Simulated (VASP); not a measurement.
# Mg13Zn3S16 (P1) in VASP: single point with HSE06

Aim: the single point of Mg13Zn3S16 with HSE06.

Program: VASP 6.6.1. These are calculated values, not measurements. Logs are shortened: lines on timing, memory, paths and dates and some standing lists are left out, and cuts for length are marked.

### Step 1. The cell of the first run

The typed cell holds 64 atoms: a = 11.192 Å, b = 11.192 Å, c = 11.192 Å, α = 90.00°, β = 90.00°, γ = 90.00°.

### Step 2. Single point, HSE06

POSCAR

```
Mg13Zn3S16
1.0
   11.1920110000      0.0000000000      0.0000000000
    0.0000000000     11.1920110000      0.0000000000
    0.0000000000      0.0000000000     11.1920110000
Zn Mg S
6 26 32
Direct
    0.0005010000      0.0025640000      0.9986120000
    0.9996290000      0.4989410000      0.9978350000
    0.7525870000      0.2471910000      0.5003280000
    0.2465920000      0.0026270000      0.7528500000
    0.7525520000      0.0026580000      0.2493720000
    0.0002040000      0.2475740000      0.7522990000
    0.9982280000      0.0030600000      0.5023180000
    0.9986400000      0.4953430000      0.5014780000
    0.5005130000      0.0000400000      0.9999160000
    0.5017250000      0.0015340000      0.4995660000
    0.5002130000      0.4989800000      0.9998200000
    0.5023470000      0.4985040000      0.5005150000
    0.2445790000      0.2482130000      0.9966030000
    0.2482960000      0.2479930000      0.5036450000
    0.2466150000      0.7516190000      0.9980720000
    0.2493060000      0.7521520000      0.5017840000
    0.7557060000      0.2482670000      0.9997440000
    0.7534830000      0.7523160000      0.0012380000
    0.7509530000      0.7513970000      0.4981660000
    0.2480430000      0.9999400000      0.2484650000
    0.2484090000      0.4991510000      0.2480420000
    0.2461040000      0.4985200000      0.7514390000
    0.7541000000      0.0028720000      0.7497710000
    0.7526500000      0.4983500000      0.2500120000
    0.7536230000      0.4953710000      0.7501590000
    0.9967210000      0.2483890000      0.2480020000
    0.9984360000      0.7521620000      0.2464040000
    0.0015480000      0.7516040000      0.7532640000
    0.5039260000      0.2478720000      0.2519440000
    0.5002290000      0.2479040000      0.7482110000
    0.5021790000      0.7515220000      0.2496050000
    0.4984070000      0.7522190000      0.7500410000
    0.1196230000      0.1209460000      0.1212420000
    0.1238170000      0.1253560000      0.6352070000
    0.1195280000      0.6209070000      0.1186670000
    0.1232670000      0.6248000000      0.6252790000
    0.6312430000      0.1214180000      0.1274650000
    0.6308330000      0.1285740000      0.6211080000
    0.6269200000      0.6246450000      0.1251080000
    0.6270390000      0.6255540000      0.6262960000
    0.3749080000      0.3709710000      0.1241940000
    0.3742390000      0.3754260000      0.6261350000
    0.3742130000      0.8743030000      0.1244750000
    0.3695820000      0.8828990000      0.6301330000
    0.8801710000      0.3796450000      0.1199820000
    0.8764620000      0.3616120000      0.6256090000
    0.8762750000      0.8870700000      0.1236820000
    0.8757860000      0.8740570000      0.6259560000
    0.3734310000      0.1249010000      0.3751030000
    0.3711720000      0.1214310000      0.8711740000
    0.3756090000      0.6255120000      0.3752170000
    0.3734230000      0.6247970000      0.8749450000
    0.8674810000      0.1251790000      0.3748510000
    0.8846790000      0.1246070000      0.8750320000
    0.8769030000      0.6246870000      0.3749850000
    0.8794540000      0.6211640000      0.8789370000
    0.1244110000      0.3717070000      0.3744990000
    0.1141980000      0.3746020000      0.8740120000
    0.1229580000      0.8763870000      0.3754610000
    0.1238600000      0.8850920000      0.8760620000
    0.6325860000      0.3700780000      0.3803090000
    0.6258150000      0.3715650000      0.8758160000
    0.6308470000      0.8807390000      0.3696500000
    0.6273950000      0.8764230000      0.8739790000
```

INCAR.step1

```
ALGO = Normal ; EDIFF = 1E-5
ENCUT = 520 ; GGA = PE
GGA_COMPAT = F ; ISIF = 2
ISMEAR = -1 ; LASPH = T
LREAL = Auto ; LWAVE = T
NBANDS = 196 ; NCORE = 4
NELM = 120 ; PREC = Accurate
SIGMA = 0.05
```

INCAR.step2

```
ALGO = Normal ; EDIFF = 1E-6
ENCUT = 520 ; GGA = PE
GGA_COMPAT = F ; HFSCREEN = 0.2079
ISIF = 2 ; ISMEAR = -1
ISTART = 1 ; LASPH = T
LCHARG = T ; LELF = T
LHFCALC = T ; LREAL = Auto
LVHAR = T ; LWAVE = F
NBANDS = 196 ; NCORE = 4
NELM = 120 ; PREC = Accurate
PRECFOCK = Fast ; SIGMA = 0.05
```

KPOINTS

```
k-points
0
Gamma
  1 1 1
```

Potentials or basis: VASP PAW PBE potentials, release 64 (Zn, Mg, S).

Launch:

```sh
> cat potpaw_PBE.64/Zn/POTCAR potpaw_PBE.64/Mg/POTCAR potpaw_PBE.64/S/POTCAR > POTCAR
> cp INCAR.step1 INCAR
> mpirun -np 4 vasp_gam > vasp.out
> cp INCAR.step2 INCAR
> mpirun -np 4 vasp_gam > vasp.out
```

OUTCAR:

```text
EDIFF = 1E-6
   ENCUT = 520
   GGA = PE
   HFSCREEN = 0.2079
   ISIF = 2
   ISMEAR = -1
   ISTART = 1
   LASPH = T
   LHFCALC = T
   LREAL = Auto
   NELM = 120
   PREC = Accurate
   PRECFOCK = Fast

 ion  position               nearest neighbor table
   1  0.001  0.003  0.999-  33 2.33  54 2.34  60 2.35  47 2.36
   2  1.000  0.499  0.998-  45 2.33  56 2.33  35 2.34  58 2.35
   3  0.753  0.247  0.500-  38 2.33  53 2.34  61 2.35  46 2.35
   4  0.247  0.003  0.753-  50 2.34  34 2.35  60 2.35  44 2.36
   5  0.753  0.003  0.249-  37 2.34  53 2.35  63 2.35  47 2.36
   6  0.000  0.248  0.752-  54 2.34  34 2.35  58 2.35  46 2.36
[... 56 lines left out ...]
  63  0.631  0.881  0.370-   5 2.35  31 2.44  19 2.44  10 2.46
  64  0.627  0.876  0.874-   9 2.43  32 2.44  23 2.44  18 2.44

  LATTYP: Found a simple cubic cell.
 ALAT       =    11.1920110000

  Lattice vectors:

 A1 = (  11.1920110000,   0.0000000000,   0.0000000000)
 A2 = (   0.0000000000,  11.1920110000,   0.0000000000)
 A3 = (   0.0000000000,   0.0000000000,  11.1920110000)

Analysis of symmetry for initial positions (statically):
=====================================================================
 Subroutine PRICEL returns:
 Original cell was already a primitive cell.

 Routine SETGRP: Setting up the symmetry group for a
 simple cubic supercell.

 Subroutine GETGRP returns: Found  1 space group operations
 (whereof  1 operations were pure point group operations)
 out of a pool of 48 trial point group operations.

The static configuration has the point symmetry C_1 .

Analysis of symmetry for dynamics (positions and initial velocities):
=====================================================================
 Subroutine PRICEL returns:
 Original cell was already a primitive cell.

 Routine SETGRP: Setting up the symmetry group for a
 simple cubic supercell.

 Subroutine GETGRP returns: Found  1 space group operations
 (whereof  1 operations were pure point group operations)
 out of a pool of 48 trial point group operations.

The dynamic configuration has the point symmetry C_1 .

 Subroutine INISYM returns: Found  1 space group operations
 (whereof  1 operations are pure point group operations),
 and found     1 'primitive' translations

----------------------------------------------------------------------------------------

                                     Primitive cell

  volume of cell :    1401.9237

  direct lattice vectors                    reciprocal lattice vectors
    11.192011000  0.000000000  0.000000000     0.089349448  0.000000000  0.000000000
     0.000000000 11.192011000  0.000000000     0.000000000  0.089349448  0.000000000
     0.000000000  0.000000000 11.192011000     0.000000000  0.000000000  0.089349448

  length of vectors
    11.192011000 11.192011000 11.192011000     0.089349448  0.089349448  0.089349448

  position of ions in fractional coordinates (direct lattice)
     0.000501000  0.002564000  0.998612000
     0.999629000  0.498941000  0.997835000
     0.752587000  0.247191000  0.500328000
     0.246592000  0.002627000  0.752850000
     0.752552000  0.002658000  0.249372000
     0.000204000  0.247574000  0.752299000
[... 56 lines left out ...]
     0.630847000  0.880739000  0.369650000
     0.627395000  0.876423000  0.873979000

  ion indices of the primitive-cell ions
   primitive index   ion index
                 1           1
                 2           2
                 3           3
                 4           4
                 5           5
                 6           6
[... 56 lines left out ...]
                63          63
                64          64

----------------------------------------------------------------------------------------

 KPOINTS: k-points

Automatic generation of k-mesh.
 Grid dimensions read from file:
 generate k-points for:    1    1    1

 Generating k-lattice:

  Cartesian coordinates                     Fractional coordinates (reciprocal lattice)
     0.089349448  0.000000000  0.000000000     1.000000000  0.000000000  0.000000000
     0.000000000  0.089349448  0.000000000     0.000000000  1.000000000  0.000000000
     0.000000000  0.000000000  0.089349448     0.000000000  0.000000000  1.000000000

  Length of vectors
     0.089349448  0.089349448  0.089349448

  Shift w.r.t. Gamma in fractional coordinates (k-lattice)
     0.000000000  0.000000000  0.000000000

 Subroutine IBZKPT returns following result:
 ===========================================

 Found      1 irreducible k-points:

 Following reciprocal coordinates:
            Coordinates               Weight
  0.000000  0.000000  0.000000      1.000000
   k-points           NKPTS =      1   k-points in BZ     NKDIM =      1   number of bands    NBANDS=    196
   number of dos      NEDOS =    301   number of ions     NIONS =     64
   total plane-waves  NPLWV = 592704
   dimension x,y,z NGX =    84 NGY =   84 NGZ =   84
   dimension x,y,z NGXF=   168 NGYF=  168 NGZF=  168
   ions per type =               6  26  32
   NGX,Y,Z   is equivalent  to a cutoff of  12.48, 12.48, 12.48 a.u.
   NGXF,Y,Z  is equivalent  to a cutoff of  24.95, 24.95, 24.95 a.u.
 SYSTEM =  unknown system
   PREC   = accura    normal or accurate (medium, high low for compatibility)
   ISTART =      1    job   : 0-new  1-cont  2-samecut
   ICHARG =      0    charge: 1-file 2-atom 10-const
   ISPIN  =      1    spin polarized calculation?
   LNONCOLLINEAR =      F non collinear calculations
   LSORBIT =      F    spin-orbit coupling
   LASPH  =      T    aspherical Exc in radial PAW
   ENCUT  =  520.0 eV  38.22 Ry    6.18 a.u.  20.81 20.81 20.81*2*pi/ulx,y,z
   NELM   =    120;   NELMIN=  2; NELMDL=  0     # of ELM steps
   EDIFF  = 0.1E-05   stopping-criterion for ELM
   LREAL  =      T    real-space projection
   EDIFFG = 0.1E-04   stopping-criterion for IOM
   NSW    =      0    number of steps for IOM
   IBRION =     -1    ionic relax: 0-MD 1-quasi-New 2-CG
   NFREE  =      0    steps in history (QN), initial steepest desc. (CG)
   ISIF   =      2    stress and relaxation
   ISYM   =      3    0-nonsym 1-usesym 2-fastsym
   POTIM  = 0.5000    time-step for ionic-motion
   TEBEG  =    0.0;   TEEND  =   0.0 temperature during run
   PSTRESS=    0.0 pullay stress
   NELECT =     316.0000    total number of electrons
   NUPDOWN=      -1.0000    fix difference up-down
   EMIN   =  10.00;   EMAX   =-10.00  energy-range for DOS
   EFERMI =   0.00;   METHOD = LEGACY
   ISMEAR =    -1;   SIGMA  =   0.05  broadening in eV -4-tet -1-fermi 0-gaus
   EFERMI_NEDOS =   21; number of points for ismear=-14 and -15
   IALGO  =     38    algorithm
   IMIX   =      1    mixing-type and parameters
     AMIX     =   0.40;   BMIX     =  1.00
     AMIX_MAG =   1.60;   BMIX_MAG =  1.00
  volume/ion in A,a.u.               =      21.91       147.82
  Fermi-wavevector in a.u.,A,eV,Ry     =   0.996313  1.882758 13.505677  0.992639
  Thomas-Fermi vector in A             =   2.128393
   LORBIT       =      0    0 simple, 1 ext, 2 COOP (PROOUT), +10 PAW based schemes
   GGA     = PE    functional components
   LHFCALC =     T    Hartree Fock is set to
   PRECFOCK=fast      Normal, Fast or Accurate (Low or Medium for compatibility)
   ENCUT4O =  -1.0   cutoff for four orbital integrals eV
   NKREDX  =     1    reduce k-point grid by
   NKREDY  =     1    reduce k-point grid by
   NKREDZ  =     1    reduce k-point grid by
   AEXX    =    0.2500 exact exchange contribution
   HFSCREEN=    0.2079 screening length (either q_TF or 0.3 A-1)
   HFSCREENC=   0.2079 screening length for correlation (either q_TF or 0.3 A-1)
   ENCUTFOCK=  -1.0 apply spherical cutoff to Coloumb kernel
   IVDW    =     0    specifies the selected vdW correction
   LEPSILON=     F    determine dielectric tensor
   LRPA    =     F    only Hartree local field effects (RPA)
 non-spin polarized calculation
  energy-cutoff  :      520.00
  volume of cell :     1401.92
 maximum number of plane-waves:     18853
 NGX is ok and might be reduce to    84
  NGX = 42; NGY = 42; NGZ = 42

 number of electron     315.9999958 magnetization

 Free energy of the ion-electron system (eV)
  ---------------------------------------------------
  ext. energy  EPLUGINS =         0.00000000
  ---------------------------------------------------
  free energy    TOTEN  =      -305.53576242 eV

  energy without entropy =     -305.53576242  energy(sigma->0) =     -305.53576242

 E-fermi :   1.8871     XC(G=0):  -7.2080

 val. band max:        0.6476778623   @ k =   0.0000   0.0000   0.0000
 cond. band min:       4.8977270846   @ k =   0.0000   0.0000   0.0000
 fundamental gap:      4.2500492223
 Fermi energy:         1.8871122706

 k-point     1 :       0.0000    0.0000    0.0000
  band No.  band energies     occupation
      1     -12.2708      2.00000
      2     -11.8725      2.00000
      3     -11.8267      2.00000
      4     -11.7984      2.00000
      5     -11.7680      2.00000
      6     -11.6485      2.00000
[... 162 lines left out ...]
    169       6.7242      0.00000
    170       6.7271      0.00000
 [bands above 170 left out]

------------------------ aborting loop because EDIFF is reached ----------------------------------------

  FORCE on cell =-STRESS in cart. coord.  units (eV):
  Direction    XX          YY          ZZ          XY          YZ          ZX
  --------------------------------------------------------------------------------------
  -------------------------------------------------------------------------------------
  Total        6.4146431      6.2654908      6.2660126     -0.0417493     -0.1608124      0.0458233
  in kB        7.3309236      7.1604661      7.1610624     -0.0477129     -0.1837832      0.0523688
  external PRESSURE =       7.2174840 kB  Pullay stress =       0.0000000 kB

 VOLUME and BASIS-vectors are now :
 -----------------------------------------------------------------------------
  energy-cutoff  :      520.00
  volume of cell :     1401.92
      direct lattice vectors                 reciprocal lattice vectors
    11.192011000  0.000000000  0.000000000     0.089349448  0.000000000  0.000000000
     0.000000000 11.192011000  0.000000000     0.000000000  0.089349448  0.000000000
     0.000000000  0.000000000 11.192011000     0.000000000  0.000000000  0.089349448

 POSITION                                       TOTAL-FORCE (eV/Angst)
 -----------------------------------------------------------------------------------
      0.00561      0.02870     11.17648        -0.010886     -0.017794      0.000774
     11.18786      5.58415     11.16778         0.001580     -0.001483     -0.006417
      8.42296      2.76656      5.59968        -0.003529      0.000635     -0.005244
      2.75986      0.02940      8.42591        -0.001873     -0.011306     -0.013497
      8.42257      0.02975      2.79097        -0.000475     -0.015264     -0.005277
      0.00228      2.77085      8.41974        -0.005351      0.003004     -0.017079
[... 56 lines left out ...]
      7.06045      9.85724      4.13713        -0.127341     -0.129195      0.124557
      7.02181      9.80894      9.78158        -0.008238     -0.006170      0.000823
 -----------------------------------------------------------------------------------
    total drift:                               -0.006493      0.007468      0.002772

  FREE ENERGIE OF THE ION-ELECTRON SYSTEM (eV)
  ---------------------------------------------------
  free  energy   TOTEN  =      -305.5357624230 eV

  energy  without entropy=     -305.5357624229  energy(sigma->0) =     -305.53576242
```

It took 9.1 min on 4 MPI ranks of Intel Xeon Platinum 8488C (Sapphire Rapids), shared host; peak memory 0.62 GiB.

Results:

```yaml
Free_energy: -305.5358 eV
Pressure: 0.7 GPa
Largest_force: 0.249 eV/Å
Band_gap_on_the_k_mesh: 4.25 eV
```

Forces on the atoms (eV/Å):
```
Zn  -0.011 -0.018  0.001
Zn   0.002 -0.001 -0.006
Zn  -0.004  0.001 -0.005
Zn  -0.002 -0.011 -0.013
Zn   0.000 -0.015 -0.005
Zn  -0.005  0.003 -0.017
Mg   0.008 -0.003  0.000
Mg   0.010  0.005  0.003
Mg   0.003  0.005  0.000
Mg   0.001  0.009  0.007
Mg   0.001 -0.001  0.005
Mg   0.003  0.004  0.007
Mg   0.015  0.008  0.009
Mg   0.004  0.006  0.001
Mg   0.006  0.002  0.006
Mg  -0.001  0.002  0.001
Mg  -0.004  0.003  0.004
Mg   0.003 -0.001 -0.003
Mg   0.008  0.002  0.008
Mg   0.000  0.004  0.005
Mg   0.007 -0.003  0.005
Mg   0.004  0.004  0.002
Mg  -0.002 -0.001  0.005
Mg   0.007  0.003  0.005
Mg  -0.001  0.007  0.004
Mg   0.013  0.005  0.012
Mg   0.008  0.003  0.008
Mg  -0.001 -0.002 -0.001
Mg  -0.003  0.006 -0.001
Mg   0.004  0.002  0.009
Mg  -0.002  0.000  0.002
Mg   0.007  0.003  0.006
S    0.123  0.124  0.123
S    0.005  0.002 -0.244
S    0.128  0.128  0.128
S    0.000 -0.005  0.000
S   -0.129  0.122 -0.121
S   -0.131 -0.125  0.121
S   -0.006 -0.001 -0.003
S   -0.011 -0.005 -0.012
S   -0.005  0.008 -0.004
S    0.001 -0.007 -0.013
S    0.000 -0.001 -0.002
S    0.124 -0.134 -0.124
S   -0.132 -0.131  0.129
S    0.003  0.249  0.002
S   -0.003 -0.244  0.005
S   -0.004  0.007 -0.007
S    0.005 -0.007 -0.004
S    0.126  0.120  0.119
S   -0.004 -0.003 -0.006
S   -0.001 -0.003 -0.003
S    0.241  0.004  0.001
S   -0.244  0.001  0.003
S   -0.013 -0.002 -0.008
S   -0.123  0.125 -0.123
S   -0.007 -0.001 -0.002
S    0.242  0.006  0.001
S    0.004 -0.009 -0.008
S    0.005 -0.247  0.001
S   -0.132  0.128 -0.128
S   -0.002  0.003 -0.009
S   -0.127 -0.129  0.125
S   -0.008 -0.006  0.001
```

Caveat: the k points lie up to 0.56 Å⁻¹ apart; the PAW data sets were made with another functional, which shifts forces and pressure a little. A k mesh can miss the band edges.
